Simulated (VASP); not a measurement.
Runs of VASP 6.6.1 on HfPb3. The structure is that of space group Pm-3m (No. 221), or close to it. The cells are those of the table. 

| cell | further INCAR settings | gap on the mesh (eV) | pressure (GPa) |
| --- | --- | --- | --- |
| a = 4.766 Å, 4 atoms | ALGO = Fast; EDIFF = 1e-06; NBANDS = 34 | none | (b) |
| a = 4.735 Å, 4 atoms | ALGO = Fast; EDIFF = 1e-06; NBANDS = 34 | none | -1.4 |
| a = 4.641 Å, 4 atoms | ALGO = Fast; EDIFF = 1e-06; NBANDS = 34 | none | (a) |
| a = 4.693 Å, 4 atoms | ALGO = Fast; EDIFF = 1e-07; NBANDS = 34 | none | 0.3 |
| a = 4.673 Å, 4 atoms | ALGO = Fast; EDIFF = 1e-07; NBANDS = 34 | none | 1.2 |
| a = 4.704, b = 4.704, c = 4.610 Å, 4 atoms | ALGO = Fast; EDIFF = 1e-06; NBANDS = 34 | none | 1.3 |

Alike in all rows: task single point; level PBEsol; potentials or basis VASP PAW PBE potentials, release 64 (Hf_pv, Pb_d); no spin polarisation; k mesh 8 × 8 × 8; cutoff (eV) 520; smearing gaussian 0.05 eV.

Q: Fill in the values left out.

A: (a) 2.8; (b) -2.4.

Caveats: the PAW data sets were made with another functional, which shifts forces and pressure a little; spin-orbit coupling is left out, which moves the levels of the heavy elements.

A k mesh can miss the band edges, and the runs leave out spin-orbit coupling on Hf, Pb.

A gap of «none» marks levels without a gap at the run's occupations.
